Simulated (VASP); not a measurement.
Wanted: the native input for a VASP 6.6.1 run.

* Task: single point
* Functional: PBE
* Potentials or basis: VASP PAW PBE potentials, release 64 (Re_sv_GW)
* Cutoff: 560 eV
* k mesh: 13 × 13 × 7
* Occupations: methfessel-paxton, width 0.01 eV
* Spin: no spin polarisation
* Dipole correction: no
* Further INCAR settings: ALGO = Normal; EDIFF = 1e-06; NBANDS = 22

The structure of Re lies in POSCAR:

```
Re
1.0
    2.7768706464      0.0000000000      0.0000000000
   -1.3884353232      2.4048405228      0.0000000000
    0.0000000000      0.0000000000      4.4788142384
Re
2
Direct
    0.3333333333      0.6666666667      0.2500000000
    0.6666666667      0.3333333333      0.7500000000
```

One way to write it, as run:

INCAR

```
ALGO = Normal ; EDIFF = 1E-6
ENCUT = 560 ; GGA = PE
GGA_COMPAT = False ; ISIF = 2
ISMEAR = 1 ; LASPH = True
LCHARG = True ; LELF = True
LREAL = False ; LVHAR = True
LWAVE = False ; NBANDS = 22
NELM = 120 ; PREC = Accurate
SIGMA = 0.01
```

KPOINTS

```
k-points
0
Gamma
  13 13 7
```

Potentials or basis: VASP PAW PBE potentials, release 64 (Re_sv_GW).

Launch:

```bash
$ cat potpaw_PBE.64/Re_sv_GW/POTCAR > POTCAR
$ mpirun -np 1 vasp_std > vasp.out
```

It gave:

The pressure is -1.7 GPa and the band gap on the k mesh is zero (bands 15 and 16 overlap by 2.68 eV).

Caveat: spin-orbit coupling is left out, which moves the levels of the heavy elements.

It took 51 s on 1 thread of AMD EPYC 7R13 Processor (Zen 3), on a shared host, peak memory 0.17 GiB.
